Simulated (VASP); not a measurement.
Set up this calculation in VASP 6.6.1, as the native input.

- Task: single point
- Functional: PBE
- Potentials or basis: VASP PAW PBE potentials, release 64 (Ni)
- Cutoff: 520 eV
- k mesh: 13 × 13 × 13
- Occupations: gaussian, width 0.1 eV
- Spin: collinear spin, ferromagnetic start
- Starting moments: [2.0, 2.0] μB
- Dipole correction: no
- Further INCAR settings: ALGO = Normal; EDIFF = 1e-06; NBANDS = 21

The structure of Ni lies in POSCAR:

```
Ni
1.0
    3.5170000000      1.7585000000      1.7585000000
    1.7585000000      3.5170000000      1.7585000000
    1.7585000000      1.7585000000      3.5170000000
Ni
2
Direct
    0.0000000000      0.0000000000      0.0000000000
    0.5000000000      0.5000000000      0.5000000000
```

These files were run (other wordings do the same):

INCAR

```
SYSTEM = Ni
ALGO = Normal
EDIFF = 1E-6
ENCUT = 520
GGA = PE
ISIF = 2
ISMEAR = 0
ISPIN = 2
LASPH = .True.
LCHARG = .False.
LMAXMIX = 4
LORBIT = 11
LREAL = .False.
LWAVE = .False.
MAGMOM = 2 2
NBANDS = 21
NELM = 150
PREC = Accurate
SIGMA = 0.1
```

KPOINTS

```
k-points
0
Gamma
  13 13 13
  0 0 0
```

Potentials or basis: VASP PAW PBE potentials, release 64 (Ni).

Run with:

```sh
$ cat potpaw_PBE.64/Ni/POTCAR > POTCAR
$ mpirun -np 1 vasp_std > vasp.out
```

It gave:

The pressure is 0.1 GPa, the net moment is 1.25 μB per cell and the site moments are Ni +0.64 μB. The valence electrons inside the program's atomic spheres are Ni 9.31.

Run time: 8 min on 1 thread of Intel Xeon 8259CL, with other jobs on the host, peak memory 0.31 GiB.
